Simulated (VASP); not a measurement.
Wanted: the native input for a VASP 6.6.1 run.

* Task: single point
* Functional: PBE
* Potentials or basis: VASP PAW PBE potentials, release 64 (In_d, Ga_d, Sb, N)
* Cutoff: 520 eV
* k mesh: 6 × 6 × 6
* Occupations: gaussian, width 0.1 eV
* Spin: no spin polarisation
* Dipole correction: no
* Further INCAR settings: ALGO = Normal; EDIFF = 1e-06; NBANDS = 46

The structure of In3GaSb2N2 lies in POSCAR:

```
In3GaSb2N2
1.0
    3.3788485008     -4.3379805201      0.0000000000
    3.3788485008      4.3379805201      0.0000000000
    0.0000000000      0.0000000000      6.3406952271
In Ga Sb N
3 1 2 2
Direct
    0.0000000000      0.5000000000      0.3852157104
    0.5000000000      0.5000000000      0.0475407159
    0.5000000000      0.0000000000      0.3852157104
    0.0000000000      0.0000000000      0.0859444812
    0.2335656509      0.7664343491      0.7915022162
    0.7664343491      0.2335656509      0.7915022162
    0.7602456886      0.7602456886      0.2565394747
    0.2397543114      0.2397543114      0.2565394747
```

These files were run (other wordings do the same):

INCAR

```
PREC = Accurate
ENCUT = 520
EDIFF = 1E-6
ISMEAR = 0
SIGMA = 0.1
LREAL = False
LASPH = True
NELM = 80
ALGO = Normal
ISIF = 2
LWAVE = False
LCHARG = True
GGA = PE
LELF = True
LVHAR = True
NBANDS = 46
```

KPOINTS

```
regular mesh
0
Gamma
  6 6 6
```

Potentials or basis: VASP PAW PBE potentials, release 64 (In_d, Ga_d, Sb, N).

Launch:

```sh
$ cat potpaw_PBE.64/In_d/POTCAR potpaw_PBE.64/Ga_d/POTCAR potpaw_PBE.64/Sb/POTCAR potpaw_PBE.64/N/POTCAR > POTCAR
$ mpirun -np 1 vasp_std > vasp.out
```

Results of the run:

```json
{"Pressure": "0.0 GPa", "Largest force": "0.016 eV/Å", "Band gap on the k mesh": "zero (band 36 reaches 6.47 eV, above the bottom of band 37 at 5.44 eV)"}
```

Caveat: spin-orbit coupling is left out, which moves the levels of the heavy elements.

It took 4.1 min on 1 thread of Intel(R) Xeon(R) 6975P-C (Granite Rapids) (shared host), peak memory 0.56 GiB.
